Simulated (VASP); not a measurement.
Write the native input for VASP 6.6.1 that does the following.

```
Task                   : single point
Functional             : PBEsol
Potentials or basis    : VASP PAW PBE potentials, release 64 (Ca_sv, Al, Sb)
Cutoff                 : 500 eV
k mesh                 : 6 × 6 × 4
Occupations            : methfessel-paxton, width 0.15 eV
Spin                   : no spin polarisation
Dipole correction      : no
Further INCAR settings : ALGO = Normal; EDIFF = 1e-06; NBANDS = 21
```

The structure of CaAl2Sb2 lies in POSCAR:

```
CaAl2Sb2
1.0
    4.9811377200      0.0000000000      0.0000000000
   -2.4905688600      4.3137918100      0.0000000000
    0.0000000000      0.0000000000      6.0444695700
Ca Al Sb
1 2 2
Direct
    0.0000000000      0.0000000000      0.0000000000
    0.6666666700      0.3333333300      0.2840444700
    0.3333333300      0.6666666700      0.7159555300
    0.6666666700      0.3333333300      0.7383358300
    0.3333333300      0.6666666700      0.2616641700
```

The input as run:

INCAR

```
SYSTEM = CaAl2Sb2
PREC     = Accurate       ! precision mode
ENCUT    = 500            ! plane-wave cutoff, eV
EDIFF    = 1E-6           ! SCF threshold, eV
ISMEAR   = 1              ! smearing method
SIGMA    = 0.15           ! smearing width, eV
LREAL    = .False.        ! projectors in reciprocal space
LASPH    = .True.         ! aspherical terms in the spheres
NELM     = 120            ! most SCF steps
ALGO     = Normal         ! electronic algorithm
ISIF     = 2              ! what is computed and relaxed
LWAVE    = .False.        ! write WAVECAR
LCHARG   = .False.        ! write CHGCAR
GGA      = PS             ! functional
NBANDS   = 21             ! bands
GGA_COMPAT= .False.
```

KPOINTS

```
regular mesh
0
Gamma
  6 6 4
  0 0 0
```

Potentials or basis: VASP PAW PBE potentials, release 64 (Ca_sv, Al, Sb).

Launch:

```bash
$ cat potpaw_PBE.64/Ca_sv/POTCAR potpaw_PBE.64/Al/POTCAR potpaw_PBE.64/Sb/POTCAR > POTCAR
$ mpirun -np 1 vasp_std > vasp.out
```

It gave:

```yaml
Pressure: -1.1 GPa
Largest_force: 0.055 eV/Å
Band_gap_on_the_k_mesh: zero (band 13 reaches 7.11 eV, above the bottom of band 14 at 5.50 eV)
```

Caveat: the PAW data sets were made with another functional, which shifts forces and pressure a little; spin-orbit coupling is left out, which moves the levels of the heavy elements.

Run time: 24 s on 1 thread of Intel(R) Xeon(R) 6975P-C (Granite Rapids) (shared host), peak memory 0.27 GiB.
